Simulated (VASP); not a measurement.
# Ni (P6_3/mmc) in VASP: further runs, part 2 of 2

VASP 6.6.1. Earlier steps stand in the parts before.

### Step 4. Single point, RPBE, collinear spin, ferromagnetic start (volume scaled by 1.08)

Contents of INCAR:

```
SYSTEM = Ni
ALGO     = Normal         ! electronic algorithm
EDIFF    = 1E-7           ! SCF threshold, eV
ENCUT    = 520            ! plane-wave cutoff, eV
GGA      = RP             ! functional
ISIF     = 2              ! what is computed and relaxed
ISMEAR   = -1             ! smearing method
ISPIN    = 2              ! spin polarisation
LASPH    = .TRUE.         ! aspherical terms in the spheres
LCHARG   = .TRUE.         ! write CHGCAR
LELF     = .TRUE.         ! ELF
LMAXMIX  = 4              ! l up to which the mixer works
LORBIT   = 11             ! projections on sites
LREAL    = .FALSE.        ! projectors in reciprocal space
LVHAR    = .TRUE.       
LWAVE    = .FALSE.        ! write WAVECAR
MAGMOM   = 0.71 0.71      ! initial moments
NBANDS   = 21             ! bands
NELM     = 150            ! most SCF steps
PREC     = Accurate       ! precision mode
SIGMA    = 0.05           ! smearing width, eV
```

Contents of KPOINTS:

```
k-points
0
G
  16 16 9
  0 0 0
```

Contents of POSCAR:

```
Ni
1.0
    2.5789675221      0.0000000000      0.0000000000
   -1.2894837611      2.2334513897      0.0000000000
    0.0000000000      0.0000000000      4.2230105798
Ni
2
Direct
    0.3333333333      0.6666666667      0.2500000000
    0.6666666667      0.3333333333      0.7500000000
```

Potentials or basis: VASP PAW PBE potentials, release 64 (Ni).

Run with:

```bash
$ cat potpaw_PBE.64/Ni/POTCAR > POTCAR
$ mpirun -np 1 vasp_std > vasp.out
```

OUTCAR:

```text
SYSTEM = Ni
   EDIFF = 1E-7
   ENCUT = 520
   GGA = RP
   ISIF = 2
   ISMEAR = -1
   ISPIN = 2
   LASPH = .TRUE.
   LORBIT = 11
   LREAL = .FALSE.
   NELM = 150
   PREC = Accurate

 ion  position               nearest neighbor table
   1  0.333  0.667  0.250-   2 2.58   2 2.58   2 2.58   2 2.58   2 2.58   2 2.58
   2  0.667  0.333  0.750-   1 2.58   1 2.58   1 2.58   1 2.58   1 2.58   1 2.58

  LATTYP: Found a hexagonal cell.
 ALAT       =     2.5789675221
 C/A-ratio  =     1.6374811019

  Lattice vectors:

 A1 = (   2.5789675221,   0.0000000000,   0.0000000000)
 A2 = (  -1.2894837611,   2.2334513897,   0.0000000000)
 A3 = (   0.0000000000,   0.0000000000,   4.2230105798)

Analysis of symmetry for initial positions (statically):
=====================================================================
 Subroutine PRICEL returns:
 Original cell was already a primitive cell.

 Routine SETGRP: Setting up the symmetry group for a
 hexagonal supercell.

 Subroutine GETGRP returns: Found 24 space group operations
 (whereof 12 operations were pure point group operations)
 out of a pool of 24 trial point group operations.

The static configuration has the point symmetry D_3d.
[... 771 lines left out ...]
      3       6.6375      1.00000
      4       6.6846      1.00000
      5       6.6846      1.00000
      6       6.9250      1.00000
[... 565 lines left out ...]
     20      34.6526      0.00000
     21      37.5686      0.00000

 [... further k-points ...]
[... 5 lines left out ...]
  --------------------------------------------------------------------------------------
  -------------------------------------------------------------------------------------
  Total       -1.6746092     -1.6746092     -1.6449366      0.0000000      0.0000000      0.0000000
  in kB     -110.3010171   -110.3010171   -108.3465776      0.0000000      0.0000000      0.0000000
  external PRESSURE =    -109.6495373 kB  Pullay stress =       0.0000000 kB

 VOLUME and BASIS-vectors are now :
 -----------------------------------------------------------------------------
  energy-cutoff  :      520.00
  volume of cell :       24.32
      direct lattice vectors                 reciprocal lattice vectors
     2.578967522  0.000000000  0.000000000     0.387752072  0.223868763  0.000000000
    -1.289483761  2.233451390  0.000000000     0.000000000  0.447737526  0.000000000
     0.000000000  0.000000000  4.223010580     0.000000000  0.000000000  0.236797891

 POSITION                                       TOTAL-FORCE (eV/Angst)
 -----------------------------------------------------------------------------------
     -0.00000      1.48897      1.05575         0.000000     -0.000000      0.000000
      1.28948      0.74448      3.16726         0.000000      0.000000      0.000000
 -----------------------------------------------------------------------------------
    total drift:                               -0.000000      0.000000     -0.000000

  FREE ENERGIE OF THE ION-ELECTRON SYSTEM (eV)
  ---------------------------------------------------
  free  energy   TOTEN  =        -9.8022768237 eV

  energy  without entropy=       -9.7604702572  energy(sigma->0) =       -9.78137354

 total charge

# of ion       s       p       d       tot
------------------------------------------
    1        0.452   0.406   8.268   9.126
    2        0.452   0.406   8.268   9.126
--------------------------------------------------
tot          0.903   0.813  16.537  18.253

 magnetization (x)

# of ion       s       p       d       tot
------------------------------------------
    1       -0.005  -0.024   0.742   0.714
    2       -0.005  -0.024   0.742   0.714
--------------------------------------------------
tot         -0.009  -0.049   1.485   1.427
```

OSZICAR:

```text
N       E                     dE             d eps       ncg     rms          rms(c)
DAV:   1     0.974633409866E+02    0.97463E+02   -0.88529E+03 13344   0.130E+03
DAV:   2    -0.621003277184E+01   -0.10367E+03   -0.95784E+02 12840   0.230E+02
DAV:   3    -0.115435829345E+02   -0.53336E+01   -0.51275E+01 14447   0.604E+01
DAV:   4    -0.116092396805E+02   -0.65657E-01   -0.65603E-01 14444   0.634E+00
DAV:   5    -0.116109890584E+02   -0.17494E-02   -0.17493E-02 14739   0.103E+00    0.125E+01
DAV:   6    -0.106314104165E+02    0.97958E+00   -0.76190E+00 14541   0.569E+01    0.986E+00
DAV:   7    -0.982298103514E+01    0.80843E+00   -0.18314E+00 14325   0.244E+01    0.238E+00
DAV:   8    -0.980796136629E+01    0.15020E-01   -0.14276E-02 16383   0.125E+00    0.128E+00
DAV:   9    -0.980332536480E+01    0.46360E-02   -0.10255E-03 19837   0.474E-01    0.383E-01
DAV:  10    -0.980229498250E+01    0.10304E-02   -0.20881E-04 18626   0.280E-01    0.109E-01
DAV:  11    -0.980228053255E+01    0.14450E-04   -0.11972E-04 18321   0.166E-01    0.382E-02
DAV:  12    -0.980227922942E+01    0.13031E-05   -0.10220E-05 17230   0.463E-02    0.241E-02
DAV:  13    -0.980227824011E+01    0.98931E-06   -0.16220E-06 15891   0.149E-02    0.111E-02
DAV:  14    -0.980227705015E+01    0.11900E-05   -0.99644E-08 12237   0.368E-03    0.229E-03
DAV:  15    -0.980227687072E+01    0.17943E-06   -0.35430E-08  7505   0.303E-03    0.549E-04
DAV:  16    -0.980227682371E+01    0.47013E-07   -0.92750E-09  7160   0.114E-03
   1 F= -.98022768E+01 E0= -.97813735E+01  d E =-.418066E-01  mag=     1.3814
```

Run time: 3.9 min. Hardware: 1 thread of AMD EPYC 7R13, shared host; peak memory 0.19 GiB.

Results:

* Free energy: -9.8023 eV
* Pressure: -11.0 GPa
* Net moment: 1.38 μB per cell
* Site moments: Ni +0.71 μB
* Valence electrons inside the program's atomic spheres: Ni 9.13

Levels at points of the mesh, in eV from the Fermi level:
Spin up:
```
           k point  band 7  band 8  band 9  band 10  band 11  band 12  band 13  band 14  band 15  band 16
(0.00, 0.00, 0.00)   -1.93   -1.59   -1.59    -0.80    -0.80    -0.15     4.85    21.57    22.58    22.58
(0.50, 0.00, 0.00)   -1.90   -0.72   -0.65    -0.62     0.97     2.61     8.63     9.03    11.48    12.01
```
Spin down:
| k point | band 5 | band 6 | band 7 | band 8 | band 9 | band 10 | band 11 | band 12 | band 13 | band 14 |
| --- | --- | --- | --- | --- | --- | --- | --- | --- | --- | --- |
| (0.00, 0.00, 0.00) | -1.40 | -1.16 | -1.16 | -0.84 | -0.84 | -0.25 | 0.00 | 0.00 | 5.28 | 21.38 |
| (0.50, 0.00, 0.00) | -1.50 | -1.45 | -1.14 | 0.13 | 0.16 | 0.24 | 1.45 | 3.01 | 8.71 | 9.12 |

Caveat: the PAW data sets were made with another functional, which shifts forces and pressure a little.

### Step 5. Single point, RPBE, collinear spin, ferromagnetic start (volume scaled by 1.12)

Contents of INCAR:

```
SYSTEM = Ni
ALGO = Normal
EDIFF = 1E-7
ENCUT = 520
GGA = RP
ISIF = 2
ISMEAR = -1
ISPIN = 2
LASPH = .True.
LCHARG = .True.
LELF = .True.
LMAXMIX = 4
LORBIT = 11
LREAL = .False.
LVHAR = .True.
LWAVE = .False.
MAGMOM = 0.71 0.71
NBANDS = 21
NELM = 150
PREC = Accurate
SIGMA = 0.05
```

Contents of KPOINTS:

```
k-points
0
Gamma
  16 16 9
  0 0 0
```

Contents of POSCAR:

```
Ni
1.0
    2.6104214455      0.0000000000      0.0000000000
   -1.3052107228      2.2606912864      0.0000000000
    0.0000000000      0.0000000000      4.2745157849
Ni
2
Direct
    0.3333333333      0.6666666667      0.2500000000
    0.6666666667      0.3333333333      0.7500000000
```

Run with:

```bash
$ cat potpaw_PBE.64/Ni/POTCAR > POTCAR
$ mpirun -np 1 vasp_std > vasp.out
```

Run time: 3.9 min. Hardware: 1 thread of AMD EPYC 7R13, shared host; peak memory 0.2 GiB.

Results (log left out):

| Item | Value |
| --- | --- |
| Free energy | -9.7294 eV |
| Pressure | -14.8 GPa |
| Net moment | 1.41 μB per cell |
| Site moments | Ni +0.73 μB |
| Valence electrons inside the program's atomic spheres | Ni 9.08 |

Stress tensor (GPa, compression positive):
```
-14.81   0.00   0.00
  0.00 -14.81   0.00
  0.00   0.00 -14.71
```

Levels at points of the mesh, in eV from the Fermi level:
Spin up:
```tsv
k point	band 7	band 8	band 9	band 10	band 11	band 12	band 13	band 14	band 15	band 16
(0.00, 0.00, 0.00)	-1.88	-1.55	-1.55	-0.81	-0.81	-0.08	4.62	21.25	21.99	21.99
(0.50, 0.00, 0.00)	-1.85	-0.74	-0.67	-0.64	0.92	2.49	8.42	8.78	11.21	11.61
```
Spin down:
| k point | band 5 | band 6 | band 7 | band 8 | band 9 | band 10 | band 11 | band 12 | band 13 | band 14 |
| --- | --- | --- | --- | --- | --- | --- | --- | --- | --- | --- |
| (0.00, 0.00, 0.00) | -1.32 | -1.09 | -1.09 | -0.79 | -0.79 | -0.19 | 0.00 | 0.00 | 5.05 | 21.05 |
| (0.50, 0.00, 0.00) | -1.41 | -1.38 | -1.08 | 0.13 | 0.15 | 0.23 | 1.41 | 2.89 | 8.49 | 8.85 |

Caveat: the PAW data sets were made with another functional, which shifts forces and pressure a little.

### Step 6. The runs side by side

| spin | cell | k mesh | smearing | gap on the mesh (eV) | pressure (GPa) | moment (μB) |
| --- | --- | --- | --- | --- | --- | --- |
| collinear, ferromagnetic start | a = 2.547, b = 2.547, c = 4.170 Å, angles 90.0, 90.0, 120.0°, 2 atoms | 16 × 16 × 9 | fermi-dirac 0.05 eV | none | -6.2 | 1.34 |
| off | a = 2.507, b = 2.507, c = 4.120 Å, angles 90.0, 90.0, 120.0°, 2 atoms | 24 × 24 × 13 | fermi-dirac 0.1 eV | none | 0.3 | - |
| collinear, ferromagnetic start | a = 2.579, b = 2.579, c = 4.223 Å, angles 90.0, 90.0, 120.0°, 2 atoms | 16 × 16 × 9 | fermi-dirac 0.05 eV | none | -11.0 | 1.38 |
| collinear, ferromagnetic start | a = 2.610, b = 2.610, c = 4.275 Å, angles 90.0, 90.0, 120.0°, 2 atoms | 16 × 16 × 9 | fermi-dirac 0.05 eV | none | -14.8 | 1.41 |

Alike in all rows: task single point; level RPBE; potentials or basis VASP PAW PBE potentials, release 64 (Ni); cutoff (eV) 520.

Caveats: the PAW data sets were made with another functional, which shifts forces and pressure a little.

Total energies depend on the potentials used, so only differences within one code and one set of settings carry meaning.
